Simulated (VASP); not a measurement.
# V (Fmmm) in VASP: notebook

Runs on V. Level: PBE. Tasks: single point, relaxation of cell and atoms.

Program: VASP 6.6.1. These are calculated values, not measurements. Logs are shortened: lines on timing, memory, paths and dates and some standing lists are left out, and cuts for length are marked.

## 1. The cell of the first run

It takes space group Fmmm (No. 69, orthorhombic). The conventional cell has a = 2.865 Å, b = 4.360 Å, c = 8.925 Å, α = 90.00°, β = 90.00°, γ = 90.00°. V (site symmetry mm2) has 11 V at 2.43 to 2.98 Å within 3.2 Å.

## 2. Single point, PBE

File INCAR:

```
PREC     = Accurate       # precision mode
ENCUT    = 520            # plane-wave cutoff, eV
EDIFF    = 1E-6           # SCF threshold, eV
ISMEAR   = 0              # smearing method
SIGMA    = 0.1            # smearing width, eV
LREAL    = False          # projectors in reciprocal space
LASPH    = True           # aspherical terms in the spheres
NELM     = 80             # most SCF steps
ALGO     = Fast           # electronic algorithm
ISIF     = 2              # what is computed and relaxed
LWAVE    = False          # write WAVECAR
LCHARG   = True           # write CHGCAR
GGA      = PE             # functional
LELF     = True           # ELF
LVHAR    = True         
NBANDS   = 34             # bands
```

File KPOINTS:

```
regular mesh
0
Gamma
  12 12 14
```

File POSCAR:

```
V
1.0
    2.1798923153     -4.4625102971      0.0000000000
    2.1798923153      4.4625102971      0.0000000000
    0.0000000000      0.0000000000      2.8650667443
V
4
Direct
    0.6360065478      0.3639934522      0.4999998743
    0.8639934522      0.1360065478      0.9999998743
    0.3639934522      0.6360065478      0.5000001257
    0.1360065478      0.8639934522      0.0000001257
```

Potentials or basis: VASP PAW PBE potentials, release 64 (V_sv).

Started as:

```bash
$ cat potpaw_PBE.64/V_sv/POTCAR > POTCAR
$ mpirun -np 1 vasp_std > vasp.out
```

OUTCAR:

```text
PREC = Accurate
   ENCUT = 520
   EDIFF = 1E-6
   ISMEAR = 0
   LREAL = False
   LASPH = True
   NELM = 80
   ISIF = 2
   GGA = PE

 ion  position               nearest neighbor table
   1  0.636  0.364  0.500-   3 2.43   2 2.49   2 2.49   4 2.61   4 2.61   4 2.61   4 2.61
   2  0.864  0.136  1.000-   4 2.43   1 2.49   1 2.49   3 2.61   3 2.61   3 2.61   3 2.61
   3  0.364  0.636  0.500-   1 2.43   4 2.49   4 2.49   2 2.61   2 2.61   2 2.61   2 2.61
   4  0.136  0.864  0.000-   2 2.43   3 2.49   3 2.49   1 2.61   1 2.61   1 2.61   1 2.61

  LATTYP: Found a base centered orthorhombic cell.
 ALAT       =     4.3597846306
 B/A-ratio  =     2.0471241931
 C/A-ratio  =     0.6571578615

  Lattice vectors:

 A1 = (   2.1798923153,  -4.4625102971,   0.0000000000)
 A2 = (   2.1798923153,   4.4625102971,   0.0000000000)
 A3 = (   0.0000000000,   0.0000000000,   2.8650667443)

Analysis of symmetry for initial positions (statically):
=====================================================================
 Subroutine PRICEL returns following result:

  LATTYP: Found a face centered orthorhombic cell.
 ALAT       =     2.8650667443
 B/A-ratio  =     1.5217043859
 C/A-ratio  =     3.1151178631

  Lattice vectors:

 A1 = (   2.1798923153,   4.4625102971,   0.0000000000)
 A2 = (   0.0000000000,   4.4625102971,   1.4325326519)
 A3 = (   2.1798923153,   0.0000000000,   1.4325340924)

   2 primitive cells build up your supercell.

 Routine SETGRP: Setting up the symmetry group for a
 base centered orthorhombic supercell.

 Subroutine GETGRP returns: Found  8 space group operations
 (whereof  8 operations were pure point group operations)
 out of a pool of  8 trial point group operations.

The static configuration has the point symmetry D_2h.

Analysis of symmetry for dynamics (positions and initial velocities):
=====================================================================
 Subroutine PRICEL returns following result:

  LATTYP: Found a face centered orthorhombic cell.
 ALAT       =     2.8650667443
 B/A-ratio  =     1.5217043859
 C/A-ratio  =     3.1151178631

  Lattice vectors:

 A1 = (   2.1798923153,   4.4625102971,   0.0000000000)
 A2 = (   0.0000000000,   4.4625102971,   1.4325326519)
 A3 = (   2.1798923153,   0.0000000000,   1.4325340924)

   2 primitive cells build up your supercell.

 Routine SETGRP: Setting up the symmetry group for a
 base centered orthorhombic supercell.

 Subroutine GETGRP returns: Found  8 space group operations
 (whereof  8 operations were pure point group operations)
 out of a pool of  8 trial point group operations.

The dynamic configuration has the point symmetry D_2h.

 Subroutine INISYM returns: Found  8 space group operations
 (whereof  8 operations are pure point group operations),
 and found     2 'primitive' translations

----------------------------------------------------------------------------------------

                                     Primitive cell

  volume of cell :      27.8708

  direct lattice vectors                    reciprocal lattice vectors
     2.179892315  4.462510297  0.000000000     0.229369244  0.112044503 -0.349032008
     0.000000000  4.462510297  1.432532652    -0.229369244  0.112044616  0.349032008
     2.179892315  0.000000000  1.432534092     0.229369013 -0.112044503  0.349032008

  length of vectors
     4.966480510  4.686805730  2.608463999     0.432420586  0.432420615  0.432420464

  position of ions in fractional coordinates (direct lattice)
     0.863993898  0.863993007  0.136006102
     0.136006605  0.136006490  0.863993395

  ion indices of the primitive-cell ions
   primitive index   ion index
                 1           1
                 2           3

----------------------------------------------------------------------------------------

 KPOINTS: regular mesh

Automatic generation of k-mesh.
 Grid dimensions read from file:
 generate k-points for:   12   12   14

 Generating k-lattice:

  Cartesian coordinates                     Fractional coordinates (reciprocal lattice)
     0.019114094 -0.009337047  0.000000000     0.083333333  0.000000000  0.000000000
     0.019114094  0.009337047  0.000000000     0.000000000  0.083333333  0.000000000
     0.000000000  0.000000000  0.024930858     0.000000000  0.000000000  0.071428571

  Length of vectors
     0.021272730  0.021272730  0.024930858

  Shift w.r.t. Gamma in fractional coordinates (k-lattice)
     0.000000000  0.000000000  0.000000000

 Subroutine IBZKPT returns following result:
 ===========================================

 Found    344 irreducible k-points:

 Following reciprocal coordinates:
            Coordinates               Weight
  0.000000  0.000000  0.000000      1.000000
  0.083333 -0.000000  0.000000      4.000000
  0.166667  0.000000  0.000000      4.000000
  0.250000 -0.000000  0.000000      4.000000
  0.333333 -0.000000  0.000000      4.000000
  0.416667  0.000000  0.000000      4.000000
[... 16 lines left out ...]
  0.500000  0.166667  0.000000      4.000000
 -0.416667  0.166667  0.000000      4.000000
 [... further k-points ...]
   k-points           NKPTS =    344   k-points in BZ     NKDIM =    344   number of bands    NBANDS=     34
   number of dos      NEDOS =    301   number of ions     NIONS =      4
   total plane-waves  NPLWV =  38400
   dimension x,y,z NGX =    40 NGY =   40 NGZ =   24
   dimension x,y,z NGXF=    80 NGYF=   80 NGZF=   48
   ions per type =               4
   NGX,Y,Z   is equivalent  to a cutoff of  13.39, 13.39, 13.93 a.u.
   NGXF,Y,Z  is equivalent  to a cutoff of  26.78, 26.78, 27.85 a.u.
 SYSTEM =  unknown system
   PREC   = accura    normal or accurate (medium, high low for compatibility)
   ISTART =      0    job   : 0-new  1-cont  2-samecut
   ICHARG =      2    charge: 1-file 2-atom 10-const
   ISPIN  =      1    spin polarized calculation?
   LNONCOLLINEAR =      F non collinear calculations
   LSORBIT =      F    spin-orbit coupling
   LASPH  =      T    aspherical Exc in radial PAW
   ENCUT  =  520.0 eV  38.22 Ry    6.18 a.u.   9.23  9.23  5.33*2*pi/ulx,y,z
   NELM   =     80;   NELMIN=  2; NELMDL= -5     # of ELM steps
   EDIFF  = 0.1E-05   stopping-criterion for ELM
   LREAL  =      F    real-space projection
   EDIFFG = 0.1E-04   stopping-criterion for IOM
   NSW    =      0    number of steps for IOM
   IBRION =     -1    ionic relax: 0-MD 1-quasi-New 2-CG
   NFREE  =      0    steps in history (QN), initial steepest desc. (CG)
   ISIF   =      2    stress and relaxation
   ISYM   =      2    0-nonsym 1-usesym 2-fastsym
   POTIM  = 0.5000    time-step for ionic-motion
   TEBEG  =    0.0;   TEEND  =   0.0 temperature during run
   PSTRESS=    0.0 pullay stress
   NELECT =      52.0000    total number of electrons
   NUPDOWN=      -1.0000    fix difference up-down
   EMIN   =  10.00;   EMAX   =-10.00  energy-range for DOS
   EFERMI =   0.00;   METHOD = LEGACY
   ISMEAR =     0;   SIGMA  =   0.10  broadening in eV -4-tet -1-fermi 0-gaus
   EFERMI_NEDOS =   21; number of points for ismear=-14 and -15
   IALGO  =     68    algorithm
   IMIX   =      4    mixing-type and parameters
     AMIX     =   0.40;   BMIX     =  1.00
     AMIX_MAG =   1.60;   BMIX_MAG =  1.00
  volume/ion in A,a.u.               =      13.94        94.04
  Fermi-wavevector in a.u.,A,eV,Ry     =   1.599618  3.022840 34.814284  2.558778
  Thomas-Fermi vector in A             =   2.696883
   LORBIT       =      0    0 simple, 1 ext, 2 COOP (PROOUT), +10 PAW based schemes
   GGA     = PE    functional components
   LHFCALC =     F    Hartree Fock is set to
   AEXX    =    0.0000 exact exchange contribution
   IVDW    =     0    specifies the selected vdW correction
   LEPSILON=     F    determine dielectric tensor
   LRPA    =     F    only Hartree local field effects (RPA)
 non-spin polarized calculation
 RMM-DIIS sequential band-by-band and
 Gauss-broadening in eV      SIGMA  =   0.10
  energy-cutoff  :      520.00
  volume of cell :       55.74
 maximum number of plane-waves:      1531
 NGX is ok and might be reduce to    40
   NGX = 19   NGY = 19   NGZ = 11

 number of electron      52.0000000 magnetization

 Free energy of the ion-electron system (eV)
  ---------------------------------------------------
  ext. energy  EPLUGINS =         0.00000000
  ---------------------------------------------------
  free energy    TOTEN  =       -34.94264384 eV

  energy without entropy =      -34.92072685  energy(sigma->0) =      -34.93168534

 E-fermi :   9.6647     XC(G=0): -12.6682

 val. band max:        9.6646634090   @ k =   0.4167   0.4167   0.4286
 cond. band min:       9.6648777963   @ k =   0.5000   0.5000   0.4286
 fundamental gap:      0.0002143872
 Fermi energy:         9.6646841693

 k-point     1 :       0.0000    0.0000    0.0000
  band No.  band energies     occupation
      1     -54.4579      2.00000
      2     -54.2200      2.00000
      3     -54.1969      2.00000
      4     -54.1665      2.00000
      5     -28.8424      2.00000
      6     -28.5101      2.00000
[... 26 lines left out ...]
     33      12.0171      0.00000
     34      12.1561      0.00000

 k-point     2 :       0.0833   -0.0000    0.0000
  band No.  band energies     occupation
      1     -54.4540      2.00000
      2     -54.2186      2.00000
      3     -54.2046      2.00000
      4     -54.1643      2.00000
      5     -28.8340      2.00000
      6     -28.4993      2.00000
[... 26 lines left out ...]
     33      12.0006      0.00000
     34      12.1408      0.00000

 k-point     3 :       0.1667    0.0000    0.0000
  band No.  band energies     occupation
      1     -54.4426      2.00000
      2     -54.2229      2.00000
      3     -54.2146      2.00000
      4     -54.1619      2.00000
      5     -28.8093      2.00000
      6     -28.4674      2.00000
[... 26 lines left out ...]
     33      12.0763      0.00000
     34      12.3422      0.00000
[... 704 lines left out ...]
 k-point    23 :       0.5000    0.1667    0.0000
  band No.  band energies     occupation
      1     -54.3621      2.00000
      2     -54.3123      2.00000
      3     -54.2393      2.00000
      4     -54.1296      2.00000
      5     -28.6154      2.00000
      6     -28.5193      2.00000
[... 26 lines left out ...]
     33      11.4875      0.00000
     34      12.0323      0.00000

 k-point    24 :      -0.4167    0.1667    0.0000
  band No.  band energies     occupation
      1     -54.3908      2.00000
      2     -54.2869      2.00000
      3     -54.2428      2.00000
      4     -54.1222      2.00000
      5     -28.5967      2.00000
      6     -28.5598      2.00000
[... 26 lines left out ...]
     33      11.9670      0.00000
     34      12.0392      0.00000

 [... further k-points ...]

------------------------ aborting loop because EDIFF is reached ----------------------------------------

  FORCE on cell =-STRESS in cart. coord.  units (eV):
  Direction    XX          YY          ZZ          XY          YZ          ZX
  --------------------------------------------------------------------------------------
  -------------------------------------------------------------------------------------
  Total        0.1004319      0.1475035      0.1142698      0.0000000      0.0000000      0.0000000
  in kB        2.8867107      4.2396868      3.2844527      0.0000000      0.0000000      0.0000000
  external PRESSURE =       3.4702834 kB  Pullay stress =       0.0000000 kB

 VOLUME and BASIS-vectors are now :
 -----------------------------------------------------------------------------
  energy-cutoff  :      520.00
  volume of cell :       55.74
      direct lattice vectors                 reciprocal lattice vectors
     2.179892315 -4.462510297  0.000000000     0.229369128 -0.112044559  0.000000000
     2.179892315  4.462510297  0.000000000     0.229369128  0.112044559  0.000000000
     0.000000000  0.000000000  2.865066744     0.000000000  0.000000000  0.349032008

 POSITION                                       TOTAL-FORCE (eV/Angst)
 -----------------------------------------------------------------------------------
      2.17989     -1.21386      1.43253         0.000000      0.008016      0.000000
      2.17989     -3.24865      2.86507         0.000000     -0.008016      0.000000
      2.17989      1.21386      1.43253         0.000000     -0.008016      0.000000
      2.17989      3.24865      0.00000         0.000000      0.008016      0.000000
 -----------------------------------------------------------------------------------
    total drift:                                0.000000      0.000000      0.000000

  FREE ENERGIE OF THE ION-ELECTRON SYSTEM (eV)
  ---------------------------------------------------
  free  energy   TOTEN  =       -34.9426438351 eV

  energy  without entropy=      -34.9207268462  energy(sigma->0) =      -34.93168534
```

Wall time 7.7 min (1 thread of AMD EPYC 9R45 (Zen 5), shared host); peak memory 0.51 GiB.

Results:

```
Free energy            : -34.9426 eV
Pressure               : 0.3 GPa
Largest force          : 0.008 eV/Å
Band gap on the k mesh : zero (bands 26 and 27 overlap by 0.90 eV)
```

Forces in eV/Å, atoms in the order of the input:
```
V    0.000  0.008  0.000
V    0.000 -0.008  0.000
V    0.000 -0.008  0.000
V    0.000  0.008  0.000
```

Levels at points of the mesh, in eV from the Fermi level:
```tsv
k point	band 23	band 24	band 25	band 26	band 27	band 28	band 29	band 30
(0.00, 0.00, 0.00)	-1.19	-0.96	-0.63	-0.11	0.31	0.81	1.19	1.23
(0.50, 0.00, 0.00)	-0.49	-0.49	-0.05	-0.05	0.21	0.21	0.88	0.88
(0.50, 0.50, 0.00)	-0.95	0.01	0.17	0.26	0.28	0.49	0.96	1.34
(0.00, 0.00, 0.50)	-1.31	-1.31	-0.70	-0.70	0.30	0.30	1.44	1.44
(0.50, 0.00, 0.50)	-1.59	-1.59	0.05	0.05	0.93	0.93	1.35	1.35
(0.50, 0.50, 0.50)	-1.43	-1.43	-0.72	-0.72	0.15	0.15	0.60	0.60
```

## 3. Relaxation of cell and atoms, PBE

File INCAR:

```
PREC = Accurate ; ENCUT = 600
EDIFF = 1E-6 ; ISMEAR = 0
SIGMA = 0.1 ; LREAL = False
LASPH = True ; NELM = 100
ALGO = Fast ; ISIF = 3
LWAVE = False ; LCHARG = False
GGA = PE ; IBRION = 2
NSW = 80 ; EDIFFG = -0.01
```

KPOINTS is that of step 2.

File POSCAR:

```
V
1.0
    2.1796930140     -4.4220654798      0.0000000000
    2.1796930140      4.4220654798      0.0000000000
    0.0000000000      0.0000000000      2.8935463407
V
4
Direct
    0.6372647191      0.3627352809      0.5000123043
    0.8627352809      0.1372647191      1.0000123043
    0.3627352809      0.6372647191      0.4999876957
    0.1372647191      0.8627352809     -0.0000123043
```

Potentials or basis: VASP PAW PBE potentials, release 64 (V_sv).

Started as:

```bash
$ cat potpaw_PBE.64/V_sv/POTCAR > POTCAR
$ mpirun -np 1 vasp_std > vasp.out
```

Wall time 52 min (1 thread of Oxide Virtual Turin-like, shared host); peak memory 0.57 GiB.

Results (log left out):

```yaml
Free_energy: -34.9426 eV
Relaxed_volume: 13.95 Å³/atom
Relaxed_cell: a = 4.972 Å, b = 4.972 Å, c = 2.864 Å, α = 90.00°, β = 90.00°, γ = 128.00°
Space_group_after_relaxing_to_0.1_Å: Fmmm (No. 69)
Energy_gained_by_relaxing: 1.1 meV/atom
Ionic_steps: 7
Pressure_after_relaxing: 0.0 GPa
Largest_force_after_relaxing: 0.004 eV/Å
Band_gap_on_the_k_mesh: zero (bands 26 and 27 overlap by 0.91 eV)
```

Forces in eV/Å, atoms in the order of the input:
```
V    0.000  0.004  0.000
V    0.000 -0.004  0.000
V    0.000 -0.004  0.000
V    0.000  0.004  0.000
```

Step by step:
| step | energy change (eV) | largest force (eV/Å) | pressure (GPa) | volume (Å³) |
| --- | --- | --- | --- | --- |
| 1 | 0.0000 | 0.0489 | 0.58 | 55.78 |
| 2 | -0.0016 | 0.0246 | -0.73 | 56.19 |
| 3 | -0.0017 | 0.0280 | -0.53 | 56.14 |
| 4 | -0.0032 | 0.0501 | -0.22 | 55.98 |
| 5 | -0.0036 | 0.0615 | 0.03 | 55.87 |
| 6 | -0.0042 | 0.0140 | 0.01 | 55.82 |
| 7 | -0.0043 | 0.0039 | -0.02 | 55.81 |

Final structure:
```cif
data_structure
_symmetry_space_group_name_H-M 'P 1'
_symmetry_Int_Tables_number 1
_cell_length_a 4.9725
_cell_length_b 4.9725
_cell_length_c 2.8643
_cell_angle_alpha 90.000
_cell_angle_beta 90.000
_cell_angle_gamma 127.998
_cell_volume 55.81
loop_
_atom_site_label
_atom_site_type_symbol
_atom_site_fract_x
_atom_site_fract_y
_atom_site_fract_z
_atom_site_occupancy
V1 V 0.63596 0.36404 0.50000 1
V2 V 0.86404 0.13596 0.00000 1
V3 V 0.36404 0.63596 0.50000 1
V4 V 0.13596 0.86404 0.00000 1
```

Levels at points of the mesh, in eV from the Fermi level:
```csv
k point,band 22,band 23,band 24,band 25,band 26,band 27,band 28,band 29,band 30,band 31
"(0.00, 0.00, 0.00)",-1.84,-1.19,-0.95,-0.62,-0.11,0.31,0.79,1.20,1.23,1.64
"(0.50, 0.00, 0.00)",-1.90,-0.48,-0.48,-0.04,-0.04,0.20,0.20,0.88,0.88,0.99
"(0.50, 0.50, 0.00)",-2.03,-0.95,0.01,0.18,0.27,0.28,0.48,0.96,1.34,1.41
"(0.00, 0.00, 0.50)",-1.57,-1.30,-1.30,-0.70,-0.70,0.30,0.30,1.43,1.43,1.51
"(0.50, 0.00, 0.50)",-1.83,-1.59,-1.59,0.05,0.05,0.93,0.93,1.35,1.35,2.42
"(0.50, 0.50, 0.50)",-1.76,-1.43,-1.43,-0.71,-0.71,0.15,0.15,0.60,0.60,1.54
```
